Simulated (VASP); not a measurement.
# CF4 (I4/m) in VASP: single point with r2SCAN+rVV10

Aim: the single point of CF4 with r2SCAN+rVV10.

Everything below comes from runs of VASP 6.6.1. Logs are shortened: lines on timing, memory, paths and dates and some standing lists are left out, and cuts for length are marked.

**1. The cell of the first run**

It takes space group I4/m (No. 87, tetragonal). Conventional cell: a = 6.468 Å, b = 6.468 Å, c = 2.241 Å, α = 90.00°, β = 90.00°, γ = 90.00°. Within 2.4 Å of C (site symmetry 4/m) lie 8 F at 1.83 Å and 2 C at 2.24 Å. Within 2.4 Å of F (site symmetry m) lie 2 C at 1.83 Å and 4 F at 2.04 to 2.24 Å.

**2. Single point, r2SCAN+rVV10**

POSCAR reads:

```
CF4
1.0
   -3.2340170882      3.2340170882      1.1203483492
    3.2340170882     -3.2340170882      1.1203483492
    3.2340170882      3.2340170882     -1.1203483492
C F
1 4
Direct
    0.0000000000      0.0000000000      0.0000000000
    0.2811067997      0.5448569352      0.8259637349
    0.5448569352      0.7188932003      0.2637501354
    0.4551430648      0.2811067997      0.7362498646
    0.7188932003      0.4551430648      0.1740362651
```

INCAR.step1 reads:

```
PREC = Accurate
ENCUT = 520
ISMEAR = -1
SIGMA = 0.03
LREAL = F
LASPH = T
NELM = 80
NBANDS = 24
GGA = PE
ALGO = Normal
EDIFF = 1E-4
LWAVE = T
LCHARG = F
```

INCAR.step2 reads:

```
PREC = Accurate
ENCUT = 520
EDIFF = 1E-7
ISMEAR = -1
SIGMA = 0.03
LREAL = F
LASPH = T
NELM = 80
ALGO = Normal
ISIF = 2
LWAVE = F
LCHARG = F
METAGGA = R2SCAN
LMIXTAU = T
LUSE_VDW = T
IVDW_NL = 2
BPARAM = 11.95
CPARAM = 0.0093
NBANDS = 24
ISTART = 1
```

KPOINTS reads:

```
regular mesh
0
Gamma
  10 10 10
```

Potentials or basis: VASP PAW PBE potentials, release 64 (C, F).

The run is started by

```
cat potpaw_PBE.64/C/POTCAR potpaw_PBE.64/F/POTCAR > POTCAR
cp INCAR.step1 INCAR
mpirun -np 1 vasp_std > vasp.out
cp INCAR.step2 INCAR
mpirun -np 1 vasp_std > vasp.out
```

OUTCAR:

```text
PREC = Accurate
   ENCUT = 520
   EDIFF = 1E-7
   ISMEAR = -1
   LREAL = F
   LASPH = T
   NELM = 80
   ISIF = 2
   METAGGA = R2SCAN
   IVDW_NL = 2
   BPARAM = 11.95
   ISTART = 1

 ion  position               nearest neighbor table
   1  0.000  0.000  0.000-   3 1.83   4 1.83   3 1.83   4 1.83   2 1.83   5 1.83   2 1.83   5 1.83

   2  0.281  0.545  0.826-   1 1.83   1 1.83
   3  0.545  0.719  0.264-   1 1.83   1 1.83
   4  0.455  0.281  0.736-   1 1.83   1 1.83
   5  0.719  0.455  0.174-   1 1.83   1 1.83

  LATTYP: Found a body centered tetragonal cell.
 ALAT       =     6.4680341764
 C/A-ratio  =     0.3464262305

  Lattice vectors:

 A1 = (  -3.2340170882,   3.2340170882,   1.1203483492)
 A2 = (   3.2340170882,  -3.2340170882,   1.1203483492)
 A3 = (   3.2340170882,   3.2340170882,  -1.1203483492)

Analysis of symmetry for initial positions (statically):
=====================================================================
 Subroutine PRICEL returns:
 Original cell was already a primitive cell.

 Routine SETGRP: Setting up the symmetry group for a
 body centered tetragonal supercell.

 Subroutine GETGRP returns: Found  8 space group operations
 (whereof  8 operations were pure point group operations)
 out of a pool of 16 trial point group operations.

The static configuration has the point symmetry C_4h.

Analysis of symmetry for dynamics (positions and initial velocities):
=====================================================================
 Subroutine PRICEL returns:
 Original cell was already a primitive cell.

 Routine SETGRP: Setting up the symmetry group for a
 body centered tetragonal supercell.

 Subroutine GETGRP returns: Found  8 space group operations
 (whereof  8 operations were pure point group operations)
 out of a pool of 16 trial point group operations.

The dynamic configuration has the point symmetry C_4h.

 Subroutine INISYM returns: Found  8 space group operations
 (whereof  8 operations are pure point group operations),
 and found     1 'primitive' translations

----------------------------------------------------------------------------------------

                                     Primitive cell

  volume of cell :      46.8703

  direct lattice vectors                    reciprocal lattice vectors
    -3.234017088  3.234017088  1.120348349     0.000000000  0.154606481  0.446289764
     3.234017088 -3.234017088  1.120348349     0.154606481  0.000000000  0.446289764
     3.234017088  3.234017088 -1.120348349     0.154606481  0.154606481  0.000000000

  length of vectors
     4.708812321  4.708812321  4.708812321     0.472311038  0.472311038  0.218646582

  position of ions in fractional coordinates (direct lattice)
     0.000000000  0.000000000  0.000000000
     0.281106800  0.544856935  0.825963735
     0.544856935  0.718893200  0.263750135
     0.455143065  0.281106800  0.736249865
     0.718893200  0.455143065  0.174036265

  ion indices of the primitive-cell ions
   primitive index   ion index
                 1           1
                 2           2
                 3           3
                 4           4
                 5           5

----------------------------------------------------------------------------------------

 KPOINTS: regular mesh

Automatic generation of k-mesh.
 Grid dimensions read from file:
 generate k-points for:   10   10   10

 Generating k-lattice:

  Cartesian coordinates                     Fractional coordinates (reciprocal lattice)
     0.000000000  0.015460648  0.044628976     0.100000000  0.000000000  0.000000000
     0.015460648  0.000000000  0.044628976     0.000000000  0.100000000  0.000000000
     0.015460648  0.015460648  0.000000000     0.000000000  0.000000000  0.100000000

  Length of vectors
     0.047231104  0.047231104  0.021864658

  Shift w.r.t. Gamma in fractional coordinates (k-lattice)
     0.000000000  0.000000000  0.000000000

 Subroutine IBZKPT returns following result:
 ===========================================

 Found    144 irreducible k-points:

 Following reciprocal coordinates:
            Coordinates               Weight
  0.000000  0.000000  0.000000      1.000000
  0.100000 -0.000000  0.000000      8.000000
  0.200000 -0.000000  0.000000      8.000000
  0.300000  0.000000  0.000000      8.000000
  0.400000  0.000000  0.000000      8.000000
  0.500000  0.000000  0.000000      4.000000
[... 16 lines left out ...]
  0.200000  0.200000  0.000000      8.000000
  0.300000  0.200000  0.000000      8.000000
 [... further k-points ...]
   k-points           NKPTS =    144   k-points in BZ     NKDIM =    144   number of bands    NBANDS=     24
   number of dos      NEDOS =    301   number of ions     NIONS =      5
   total plane-waves  NPLWV =  46656
   dimension x,y,z NGX =    36 NGY =   36 NGZ =   36
   dimension x,y,z NGXF=    72 NGYF=   72 NGZF=   72
   ions per type =               1   4
   NGX,Y,Z   is equivalent  to a cutoff of  12.71, 12.71, 12.71 a.u.
   NGXF,Y,Z  is equivalent  to a cutoff of  25.42, 25.42, 25.42 a.u.
 SYSTEM =  unknown system
   PREC   = accura    normal or accurate (medium, high low for compatibility)
   ISTART =      1    job   : 0-new  1-cont  2-samecut
   ICHARG =      0    charge: 1-file 2-atom 10-const
   ISPIN  =      1    spin polarized calculation?
   LNONCOLLINEAR =      F non collinear calculations
   LSORBIT =      F    spin-orbit coupling
   LASPH  =      T    aspherical Exc in radial PAW
   ENCUT  =  520.0 eV  38.22 Ry    6.18 a.u.   8.76  8.76  8.76*2*pi/ulx,y,z
   NELM   =     80;   NELMIN=  2; NELMDL=  0     # of ELM steps
   EDIFF  = 0.1E-06   stopping-criterion for ELM
   LREAL  =      F    real-space projection
   EDIFFG = 0.1E-05   stopping-criterion for IOM
   NSW    =      0    number of steps for IOM
   IBRION =     -1    ionic relax: 0-MD 1-quasi-New 2-CG
   NFREE  =      0    steps in history (QN), initial steepest desc. (CG)
   ISIF   =      2    stress and relaxation
   ISYM   =      2    0-nonsym 1-usesym 2-fastsym
   POTIM  = 0.5000    time-step for ionic-motion
   TEBEG  =    0.0;   TEEND  =   0.0 temperature during run
   PSTRESS=    0.0 pullay stress
   NELECT =      32.0000    total number of electrons
   NUPDOWN=      -1.0000    fix difference up-down
   EMIN   =  10.00;   EMAX   =-10.00  energy-range for DOS
   EFERMI =   0.00;   METHOD = LEGACY
   ISMEAR =    -1;   SIGMA  =   0.03  broadening in eV -4-tet -1-fermi 0-gaus
   EFERMI_NEDOS =   21; number of points for ismear=-14 and -15
   IALGO  =     38    algorithm
   IMIX   =      4    mixing-type and parameters
     AMIX     =   0.40;   BMIX     =  1.00
     AMIX_MAG =   1.60;   BMIX_MAG =  1.00
  volume/ion in A,a.u.               =       9.37        63.26
  Fermi-wavevector in a.u.,A,eV,Ry     =   1.441536  2.724109 28.273274  2.078027
  Thomas-Fermi vector in A             =   2.560158
   LORBIT       =      0    0 simple, 1 ext, 2 COOP (PROOUT), +10 PAW based schemes
   METAGGA = R2SCAN    functional components
   LHFCALC =     F    Hartree Fock is set to
   AEXX    =    0.0000 exact exchange contribution
   IVDW_NL    =     2    kernel type
   BPARAM     =11.9500
   IVDW    =     0    specifies the selected vdW correction
   LEPSILON=     F    determine dielectric tensor
   LRPA    =     F    only Hartree local field effects (RPA)
 non-spin polarized calculation
  energy-cutoff  :      520.00
  volume of cell :       46.87
 maximum number of plane-waves:      1275
   NGX = 17   NGY = 17   NGZ = 17

 number of electron      31.9999999 magnetization

 Free energy of the ion-electron system (eV)
  ---------------------------------------------------
  ext. energy  EPLUGINS =         0.00000000
  ---------------------------------------------------
  free energy    TOTEN  =       -18.07078869 eV

  energy without entropy =      -18.07009927  energy(sigma->0) =      -18.07044398

 E-fermi :  -1.2006     XC(G=0): -10.9654

 val. band max:       -1.3470079284   @ k =   0.3000   0.2000   0.2000
 cond. band min:      -1.1139502880   @ k =  -0.2000  -0.3000   0.2000
 fundamental gap:      0.2330576404
 Fermi energy:        -1.2005820415

 k-point     1 :       0.0000    0.0000    0.0000
  band No.  band energies     occupation
      1     -26.9633      2.00000
      2     -24.8485      2.00000
      3     -24.8485      2.00000
      4     -23.4696      2.00000
      5     -12.5974      2.00000
      6      -7.1209      2.00000
[... 16 lines left out ...]
     23      16.5989      0.00000
     24      18.5688      0.00000

 k-point     2 :       0.1000   -0.0000    0.0000
  band No.  band energies     occupation
      1     -26.8174      2.00000
      2     -24.7457      2.00000
      3     -24.7454      2.00000
      4     -23.3926      2.00000
      5     -12.4742      2.00000
      6      -7.0203      2.00000
[... 16 lines left out ...]
     23      16.5286      0.00000
     24      18.7398      0.00000

 k-point     3 :       0.2000   -0.0000    0.0000
  band No.  band energies     occupation
      1     -26.4114      2.00000
      2     -24.4640      2.00000
      3     -24.4635      2.00000
      4     -23.1843      2.00000
      5     -12.1776      2.00000
      6      -6.8021      2.00000
[... 16 lines left out ...]
     23      16.3940      0.00000
     24      19.2147      0.00000

 k-point     4 :       0.3000    0.0000    0.0000
  band No.  band energies     occupation
      1     -25.8500      2.00000
      2     -24.0880      2.00000
      3     -24.0870      2.00000
      4     -22.9125      2.00000
      5     -11.9901      2.00000
      6      -8.2699      2.00000
[... 16 lines left out ...]
     23      17.3736      0.00000
     24      19.9117      0.00000

 k-point     5 :       0.4000    0.0000    0.0000
  band No.  band energies     occupation
      1     -25.3310      2.00000
      2     -23.7575      2.00000
      3     -23.7546      2.00000
      4     -22.6797      2.00000
      5     -12.2631      2.00000
      6      -8.8734      2.00000
[... 16 lines left out ...]
     23      18.5179      0.00000
     24      19.6225      0.00000

 k-point     6 :       0.5000    0.0000    0.0000
  band No.  band energies     occupation
      1     -25.1124      2.00000
      2     -23.6241      2.00000
      3     -23.6199      2.00000
      4     -22.5875      2.00000
      5     -12.5185      2.00000
      6      -8.9183      2.00000
[... 16 lines left out ...]
     23      17.4572      0.00000
     24      19.1426      0.00000
[... 379 lines left out ...]
 k-point    21 :      -0.1000    0.2000    0.0000
  band No.  band energies     occupation
      1     -26.7964      2.00000
      2     -24.7814      2.00000
      3     -24.7333      2.00000
      4     -23.4062      2.00000
      5     -12.4367      2.00000
      6      -7.0616      2.00000
[... 16 lines left out ...]
     23      16.3831      0.00000
     24      18.7752      0.00000

 k-point    22 :      -0.1000    0.1000    0.0000
  band No.  band energies     occupation
      1     -26.9522      2.00000
      2     -24.8682      2.00000
      3     -24.8420      2.00000
      4     -23.4770      2.00000
      5     -12.5755      2.00000
      6      -7.1429      2.00000
[... 16 lines left out ...]
     23      16.4707      0.00000
     24      18.5600      0.00000

 k-point    23 :       0.2000    0.2000    0.0000
  band No.  band energies     occupation
      1     -25.3490      2.00000
      2     -23.7654      2.00000
      3     -23.7294      2.00000
      4     -22.6694      2.00000
      5     -12.2369      2.00000
      6      -8.9438      2.00000
[... 16 lines left out ...]
     23      19.0602      0.00000
     24      19.7717      0.00000

 k-point    24 :       0.3000    0.2000    0.0000
  band No.  band energies     occupation
      1     -25.1124      2.00000
      2     -23.6226      2.00000
      3     -23.6213      2.00000
      4     -22.5873      2.00000
      5     -12.5194      2.00000
      6      -8.9035      2.00000
[... 16 lines left out ...]
     23      17.4510      0.00000
     24      19.2804      0.00000

 [... further k-points ...]
[... 5 lines left out ...]
  --------------------------------------------------------------------------------------
  -------------------------------------------------------------------------------------
  Total        0.0247036      0.0247036      0.1055875     -0.0000002      0.0000000      0.0000000
  in kB        0.8444468      0.8444468      3.6093214     -0.0000079      0.0000000      0.0000000
  external PRESSURE =       1.7660717 kB  Pullay stress =       0.0000000 kB

 VOLUME and BASIS-vectors are now :
 -----------------------------------------------------------------------------
  energy-cutoff  :      520.00
  volume of cell :       46.87
      direct lattice vectors                 reciprocal lattice vectors
    -3.234017088  3.234017088  1.120348349     0.000000000  0.154606481  0.446289764
     3.234017088 -3.234017088  1.120348349     0.154606481  0.000000000  0.446289764
     3.234017088  3.234017088 -1.120348349     0.154606481  0.154606481  0.000000000

 POSITION                                       TOTAL-FORCE (eV/Angst)
 -----------------------------------------------------------------------------------
      0.00000      0.00000      0.00000         0.000000     -0.000000      0.000000
      3.52415      1.81821      0.00000         0.015243     -0.078458      0.000000
      1.41581      0.29014      1.12035         0.078458      0.015243     -0.000000
      1.81821      2.94388     -0.00000        -0.078458     -0.015243      0.000000
     -0.29014      1.41581      1.12035        -0.015243      0.078458     -0.000000
 -----------------------------------------------------------------------------------
    total drift:                               -0.000000     -0.000000      0.000000

  FREE ENERGIE OF THE ION-ELECTRON SYSTEM (eV)
  ---------------------------------------------------
  free  energy   TOTEN  =       -18.0707886938 eV

  energy  without entropy=      -18.0700992707  energy(sigma->0) =      -18.07044398
```

Wall time 15 min (1 thread of Intel Xeon Platinum 8375C at 2.90GHz (Ice Lake), shared host); peak memory 0.46 GiB.

Results:

```
Free energy            : -18.0708 eV
Pressure               : 0.2 GPa
Largest force          : 0.080 eV/Å
Band gap on the k mesh : 0.23 eV
```

Forces on the atoms (eV/Å):
```
C    0.000  0.000  0.000
F    0.015 -0.078  0.000
F    0.078  0.015  0.000
F   -0.078 -0.015  0.000
F   -0.015  0.078  0.000
```

Levels at points of the mesh, in eV from the valence-band top:
| k point | band 14 | band 15 | band 16 | band 17 | band 18 | band 19 |
| --- | --- | --- | --- | --- | --- | --- |
| (0.00, 0.00, 0.00) | -0.88 | -0.53 | -0.37 | 0.71 | 5.34 | 5.34 |
| (0.50, 0.00, 0.00) | -0.94 | -0.93 | 0.00 | 0.34 | 4.87 | 5.00 |
| (0.50, 0.50, 0.00) | -0.79 | -0.43 | -0.34 | 1.27 | 5.06 | 5.53 |
| (0.50, 0.50, 0.50) | -0.83 | -0.59 | -0.30 | 1.56 | 5.40 | 5.40 |

Caveat: the PAW data sets were made with another functional, which shifts forces and pressure a little. A k mesh can miss the band edges.
